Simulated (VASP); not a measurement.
# Hf3N (P6_3/mmc) in VASP: relaxation of cell and atoms with PBE

Aim: the relaxation of cell and atoms of Hf3N with PBE.

Program: VASP 6.6.1. These are calculated values, not measurements. Logs are shortened: lines on timing, memory, paths and dates and some standing lists are left out, and cuts for length are marked.

### 1 The cell of the first run

It takes space group P6_3/mmc (No. 194, hexagonal). The conventional cell has a = 5.745 Å, b = 5.745 Å, c = 4.927 Å, α = 90.00°, β = 90.00°, γ = 120.00°. Within 3.7 Å of Hf (site symmetry mm2) lie 8 Hf at 2.84 to 2.98 Å and 4 N at 2.87 to 2.96 Å. Within 3.8 Å of N (site symmetry -6m2) lie 12 Hf at 2.87 to 2.96 Å.

### 2 Relaxation of cell and atoms, PBE

Contents of INCAR:

```
  ALGO = Fast
  EDIFF = 1E-7
  EDIFFG = -0.01
  ENCUT = 600
  GGA = PE
  IBRION = 2
  ISIF = 3
  ISMEAR = 0
  LASPH = T
  LCHARG = F
  LREAL = F
  LWAVE = F
  NELM = 60
  NSW = 100
  PREC = Accurate
  SIGMA = 0.1
```

Contents of KPOINTS:

```
k-points
0
Gamma
  12 12 8
```

Contents of POSCAR:

```
Hf3N
1.0
    5.7445624423      0.0000000000      0.0000000000
   -2.8722812211      4.9749370087      0.0000000000
    0.0000000000      0.0000000000      4.9272219186
Hf N
6 2
Direct
    0.8314050213      0.6628100425      0.2500000000
    0.1685949787      0.8314050213      0.7500000000
    0.3371899575      0.1685949787      0.2500000000
    0.1685949787      0.3371899575      0.7500000000
    0.8314050213      0.1685949787      0.2500000000
    0.6628100425      0.8314050213      0.7500000000
    0.3333333333      0.6666666667      0.2500000000
    0.6666666667      0.3333333333      0.7500000000
```

Potentials or basis: VASP PAW PBE potentials, release 64 (Hf_pv, N).

Command:

```sh
cat potpaw_PBE.64/Hf_pv/POTCAR potpaw_PBE.64/N/POTCAR > POTCAR
mpirun -np 1 vasp_std > vasp.out
```

OUTCAR:

```text
EDIFF = 1E-7
   EDIFFG = -0.01
   ENCUT = 600
   GGA = PE
   IBRION = 2
   ISIF = 3
   ISMEAR = 0
   LASPH = T
   LREAL = F
   NELM = 60
   NSW = 100
   PREC = Accurate

 ion  position               nearest neighbor table
   1  0.831  0.663  0.250-   5 2.84   3 2.84   5 2.91   3 2.91   2 2.98   2 2.98   6 2.98   6 2.98

   2  0.169  0.831  0.750-   6 2.84   4 2.84   6 2.91   4 2.91   1 2.98   1 2.98   3 2.98   3 2.98

   3  0.337  0.169  0.250-   5 2.84   1 2.84   5 2.91   1 2.91   2 2.98   2 2.98   4 2.98   4 2.98

   4  0.169  0.337  0.750-   2 2.84   6 2.84   2 2.91   6 2.91   5 2.98   5 2.98   3 2.98   3 2.98

   5  0.831  0.169  0.250-   3 2.84   1 2.84   3 2.91   1 2.91   4 2.98   4 2.98   6 2.98   6 2.98

   6  0.663  0.831  0.750-   2 2.84   4 2.84   2 2.91   4 2.91   5 2.98   5 2.98   1 2.98   1 2.98

   7  0.333  0.667  0.250-
   8  0.667  0.333  0.750-

  LATTYP: Found a hexagonal cell.
 ALAT       =     5.7445624423
 C/A-ratio  =     0.8577192725

  Lattice vectors:

 A1 = (   5.7445624423,   0.0000000000,   0.0000000000)
 A2 = (  -2.8722812211,   4.9749370087,   0.0000000000)
 A3 = (   0.0000000000,   0.0000000000,   4.9272219186)

Analysis of symmetry for initial positions (statically):
=====================================================================
 Subroutine PRICEL returns:
 Original cell was already a primitive cell.

 Routine SETGRP: Setting up the symmetry group for a
 hexagonal supercell.

 Subroutine GETGRP returns: Found 24 space group operations
 (whereof 12 operations were pure point group operations)
 out of a pool of 24 trial point group operations.

The static configuration has the point symmetry D_3d.
 The point group associated with its full space group is D_6h.

Analysis of symmetry for dynamics (positions and initial velocities):
=====================================================================
 Subroutine PRICEL returns:
 Original cell was already a primitive cell.

 Routine SETGRP: Setting up the symmetry group for a
 hexagonal supercell.

 Subroutine GETGRP returns: Found 24 space group operations
 (whereof 12 operations were pure point group operations)
 out of a pool of 24 trial point group operations.

The dynamic configuration has the point symmetry D_3d.
 The point group associated with its full space group is D_6h.

 Subroutine INISYM returns: Found 24 space group operations
 (whereof 12 operations are pure point group operations),
 and found     1 'primitive' translations

----------------------------------------------------------------------------------------

                                     Primitive cell

  volume of cell :     140.8143

  direct lattice vectors                    reciprocal lattice vectors
     5.744562442  0.000000000  0.000000000     0.174077662  0.100503785  0.000000000
    -2.872281221  4.974937009  0.000000000     0.000000000  0.201007570  0.000000000
     0.000000000  0.000000000  4.927221919     0.000000000  0.000000000  0.202954122

  length of vectors
     5.744562442  5.744562442  4.927221919     0.201007570  0.201007570  0.202954122

  position of ions in fractional coordinates (direct lattice)
     0.831405021  0.662810042  0.250000000
     0.168594979  0.831405021  0.750000000
     0.337189958  0.168594979  0.250000000
     0.168594979  0.337189958  0.750000000
     0.831405021  0.168594979  0.250000000
     0.662810042  0.831405021  0.750000000
     0.333333333  0.666666667  0.250000000
     0.666666667  0.333333333  0.750000000

  ion indices of the primitive-cell ions
   primitive index   ion index
                 1           1
                 2           2
                 3           3
                 4           4
                 5           5
                 6           6
                 7           7
                 8           8

----------------------------------------------------------------------------------------

 KPOINTS: k-points

Automatic generation of k-mesh.
 Grid dimensions read from file:
 generate k-points for:   12   12    8

 Generating k-lattice:

  Cartesian coordinates                     Fractional coordinates (reciprocal lattice)
     0.014506472  0.008375315  0.000000000     0.083333333  0.000000000  0.000000000
     0.000000000  0.016750631  0.000000000     0.000000000  0.083333333  0.000000000
     0.000000000  0.000000000  0.025369265     0.000000000  0.000000000  0.125000000

  Length of vectors
     0.016750631  0.016750631  0.025369265

  Shift w.r.t. Gamma in fractional coordinates (k-lattice)
     0.000000000  0.000000000  0.000000000

 Subroutine IBZKPT returns following result:
 ===========================================

 Found     95 irreducible k-points:

 Following reciprocal coordinates:
            Coordinates               Weight
  0.000000  0.000000  0.000000      1.000000
  0.083333 -0.000000  0.000000      6.000000
  0.166667 -0.000000  0.000000      6.000000
  0.250000 -0.000000  0.000000      6.000000
  0.333333 -0.000000  0.000000      6.000000
  0.416667 -0.000000  0.000000      6.000000
[... 16 lines left out ...]
  0.250000 -0.000000  0.125000     12.000000
  0.333333 -0.000000  0.125000     12.000000
 [... further k-points ...]
   k-points           NKPTS =     95   k-points in BZ     NKDIM =     95   number of bands    NBANDS=     42
   number of dos      NEDOS =    301   number of ions     NIONS =      8
   total plane-waves  NPLWV =  92160
   dimension x,y,z NGX =    48 NGY =   48 NGZ =   40
   dimension x,y,z NGXF=    96 NGYF=   96 NGZF=   80
   ions per type =               6   2
   NGX,Y,Z   is equivalent  to a cutoff of  13.89, 13.89, 13.50 a.u.
   NGXF,Y,Z  is equivalent  to a cutoff of  27.78, 27.78, 26.99 a.u.
 SYSTEM =  unknown system
   PREC   = accura    normal or accurate (medium, high low for compatibility)
   ISTART =      0    job   : 0-new  1-cont  2-samecut
   ICHARG =      2    charge: 1-file 2-atom 10-const
   ISPIN  =      1    spin polarized calculation?
   LNONCOLLINEAR =      F non collinear calculations
   LSORBIT =      F    spin-orbit coupling
   LASPH  =      T    aspherical Exc in radial PAW
   ENCUT  =  600.0 eV  44.10 Ry    6.64 a.u.  11.47 11.47  9.84*2*pi/ulx,y,z
   NELM   =     60;   NELMIN=  2; NELMDL= -5     # of ELM steps
   EDIFF  = 0.1E-06   stopping-criterion for ELM
   LREAL  =      F    real-space projection
   EDIFFG = -.1E-01   stopping-criterion for IOM
   NSW    =    100    number of steps for IOM
   IBRION =      2    ionic relax: 0-MD 1-quasi-New 2-CG
   NFREE  =      1    steps in history (QN), initial steepest desc. (CG)
   ISIF   =      3    stress and relaxation
   ISYM   =      2    0-nonsym 1-usesym 2-fastsym
   POTIM  = 0.5000    time-step for ionic-motion
   TEBEG  =    0.0;   TEEND  =   0.0 temperature during run
   PSTRESS=    0.0 pullay stress
   NELECT =      70.0000    total number of electrons
   NUPDOWN=      -1.0000    fix difference up-down
   EMIN   =  10.00;   EMAX   =-10.00  energy-range for DOS
   EFERMI =   0.00;   METHOD = LEGACY
   ISMEAR =     0;   SIGMA  =   0.10  broadening in eV -4-tet -1-fermi 0-gaus
   EFERMI_NEDOS =   21; number of points for ismear=-14 and -15
   IALGO  =     68    algorithm
   IMIX   =      4    mixing-type and parameters
     AMIX     =   0.40;   BMIX     =  1.00
     AMIX_MAG =   1.60;   BMIX_MAG =  1.00
  volume/ion in A,a.u.               =      17.60       118.78
  Fermi-wavevector in a.u.,A,eV,Ry     =   1.296857  2.450704 22.882782  1.681837
  Thomas-Fermi vector in A             =   2.428286
   LORBIT       =      0    0 simple, 1 ext, 2 COOP (PROOUT), +10 PAW based schemes
   GGA     = PE    functional components
   LHFCALC =     F    Hartree Fock is set to
   AEXX    =    0.0000 exact exchange contribution
   IVDW    =     0    specifies the selected vdW correction
   LEPSILON=     F    determine dielectric tensor
   LRPA    =     F    only Hartree local field effects (RPA)
 conjugate gradient relaxation of ions
 non-spin polarized calculation
 RMM-DIIS sequential band-by-band and
 Gauss-broadening in eV      SIGMA  =   0.10
  energy-cutoff  :      600.00
  volume of cell :      140.81
 maximum number of plane-waves:      4754
 NGX is ok and might be reduce to    48
   NGX = 23   NGY = 23   NGZ = 19

--------------------------------------- Ionic step        1  -------------------------------------------

 number of electron      69.9999999 magnetization

 Free energy of the ion-electron system (eV)
  ---------------------------------------------------
  ext. energy  EPLUGINS =         0.00000000
  ---------------------------------------------------
  free energy    TOTEN  =       -69.65776459 eV

  energy without entropy =      -69.61487003  energy(sigma->0) =      -69.63631731

------------------------ aborting loop because EDIFF is reached ----------------------------------------

  FORCE on cell =-STRESS in cart. coord.  units (eV):
  Direction    XX          YY          ZZ          XY          YZ          ZX
  --------------------------------------------------------------------------------------
  -------------------------------------------------------------------------------------
  Total       -0.7273545     -0.7273545     -0.4351940     -0.0000000     -0.0000000      0.0000000
  in kB       -8.2758018     -8.2758018     -4.9516142     -0.0000000     -0.0000000      0.0000000
  external PRESSURE =      -7.1677392 kB  Pullay stress =       0.0000000 kB
[... 195 lines left out ...]
  energy  without entropy=      -69.6181030627  energy(sigma->0) =      -69.63928679

--------------------------------------- Ionic step        6  -------------------------------------------

 number of electron      69.9999998 magnetization

 Free energy of the ion-electron system (eV)
  ---------------------------------------------------
  ext. energy  EPLUGINS =         0.00000000
  ---------------------------------------------------
  free energy    TOTEN  =       -69.66054499 eV

  energy without entropy =      -69.61806682  energy(sigma->0) =      -69.63930591

 E-fermi :   5.3545     XC(G=0): -11.6332

 val. band max:        5.3529533893   @ k =   0.3333  -0.0000   0.1250
 cond. band min:       5.3554366147   @ k =   0.1667   0.1667   0.2500
 fundamental gap:      0.0024832254
 Fermi energy:         5.3545351407

 k-point     1 :       0.0000    0.0000    0.0000
  band No.  band energies     occupation
      1     -25.8842      2.00000
      2     -25.6553      2.00000
      3     -25.5943      2.00000
      4     -25.4516      2.00000
      5     -25.4516      2.00000
      6     -25.3661      2.00000
[... 1069 lines left out ...]
     41       6.7035      0.00000
     42       7.3880      0.00000

 [... further k-points ...]

------------------------ aborting loop because EDIFF is reached ----------------------------------------

  FORCE on cell =-STRESS in cart. coord.  units (eV):
  Direction    XX          YY          ZZ          XY          YZ          ZX
  --------------------------------------------------------------------------------------
  -------------------------------------------------------------------------------------
  Total        0.0006603      0.0006603      0.0001135      0.0000000     -0.0000000      0.0000000
  in kB        0.0075667      0.0075667      0.0013005      0.0000000     -0.0000000      0.0000000
  external PRESSURE =       0.0054780 kB  Pullay stress =       0.0000000 kB
[... 23 lines left out ...]
  FREE ENERGIE OF THE ION-ELECTRON SYSTEM (eV)
  ---------------------------------------------------
  free  energy   TOTEN  =       -69.6605449915 eV

  energy  without entropy=      -69.6180668213  energy(sigma->0) =      -69.63930591

 reached required accuracy - stopping structural energy minimisation
```

Run time: 1.6 h. Hardware: 1 thread of Oxide Virtual Turin-like, shared host; peak memory 0.64 GiB.

Results:

| Item | Value |
| --- | --- |
| Free energy | -69.6605 eV |
| Relaxed volume | 17.48 Å³/atom |
| Relaxed cell | a = 5.722 Å, b = 5.722 Å, c = 4.931 Å, α = 90.00°, β = 90.00°, γ = 120.00° |
| Space group after relaxing (to 0.1 Å) | P6_3/mmc (No. 194) |
| Energy gained by relaxing | 0.3 meV/atom |
| Ionic steps | 6 |
| Pressure after relaxing | 0.0 GPa |
| Largest force after relaxing | 0.004 eV/Å |
| Band gap on the k mesh | zero (bands 35 and 36 overlap by 1.72 eV) |

Forces on the atoms (eV/Å):
```
Hf   0.000  0.004  0.000
Hf  -0.004  0.002  0.000
Hf  -0.004 -0.002  0.000
Hf   0.000 -0.004  0.000
Hf   0.004 -0.002  0.000
Hf   0.004  0.002  0.000
N    0.000  0.000  0.000
N    0.000  0.000  0.000
```

Step by step:
| step | energy change (eV) | largest force (eV/Å) | pressure (GPa) | volume (Å³) |
| --- | --- | --- | --- | --- |
| 1 | 0.0000 | 0.0151 | -0.72 | 140.81 |
| 2 | -0.0018 | 0.0095 | 0.42 | 139.22 |
| 3 | -0.0025 | 0.0009 | 0.02 | 139.76 |
| 4 | -0.0027 | 0.0098 | 0.02 | 139.77 |
| 5 | -0.0027 | 0.0220 | 0.01 | 139.79 |
| 6 | -0.0028 | 0.0041 | 0.00 | 139.82 |

Final structure:
```cif
data_structure
_symmetry_space_group_name_H-M 'P 1'
_symmetry_Int_Tables_number 1
_cell_length_a 5.7222
_cell_length_b 5.7222
_cell_length_c 4.9308
_cell_angle_alpha 90.000
_cell_angle_beta 90.000
_cell_angle_gamma 120.000
_cell_volume 139.82
loop_
_atom_site_label
_atom_site_type_symbol
_atom_site_fract_x
_atom_site_fract_y
_atom_site_fract_z
_atom_site_occupancy
Hf1 Hf 0.83154 0.66308 0.25000 1
Hf2 Hf 0.16846 0.83154 0.75000 1
Hf3 Hf 0.33692 0.16846 0.25000 1
Hf4 Hf 0.16846 0.33692 0.75000 1
Hf5 Hf 0.83154 0.16846 0.25000 1
Hf6 Hf 0.66308 0.83154 0.75000 1
N1 N 0.33333 0.66667 0.25000 1
N2 N 0.66667 0.33333 0.75000 1
```

Caveat: spin-orbit coupling is left out, which moves the levels of the heavy elements.
